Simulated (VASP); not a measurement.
A run of VASP 6.6.1:

File INCAR:

```
SYSTEM = SiC4
  ALGO = Normal
  EDIFF = 1E-6
  EDIFFG = -0.01
  ENCUT = 600
  GGA = PE
  IBRION = 2
  ISIF = 3
  ISMEAR = 0
  LASPH = .True.
  LCHARG = .False.
  LREAL = .False.
  LWAVE = .False.
  NELM = 80
  NSW = 100
  PREC = Accurate
  SIGMA = 0.1
```

The input KPOINTS:

```
k-points
0
Gamma
  20 20 20
  0 0 0
```

The input POSCAR:

```
SiC4
1.0
   -1.2553522417      1.2553522417      5.7651599348
    1.2553522417     -1.2553522417      5.7651599348
    1.2553522417      1.2553522417     -5.7651599348
Si C
1 4
Direct
    0.0000000000      0.0000000000      0.0000000000
    0.6022345326      0.6022345326      0.0000000000
    0.2731714998      0.2731714998      0.0000000000
    0.7268285002      0.7268285002      0.0000000000
    0.3977654674      0.3977654674      0.0000000000
```

Potentials or basis: VASP PAW PBE potentials, release 64 (Si, C).

Launch:

```bash
$ cat potpaw_PBE.64/Si/POTCAR potpaw_PBE.64/C/POTCAR > POTCAR
$ mpirun -np 1 vasp_std > vasp.out
```

Hardware: 1 thread of Intel(R) Xeon(R) 6975P-C (Granite Rapids) (shared host).

Problem. How long does it take, and how much memory?

Solution. It took 57 min on 1 thread of Intel(R) Xeon(R) 6975P-C (Granite Rapids), on a shared host, peak memory 0.61 GiB. Counts: scf iterations 34, k points 641, ion steps 5.
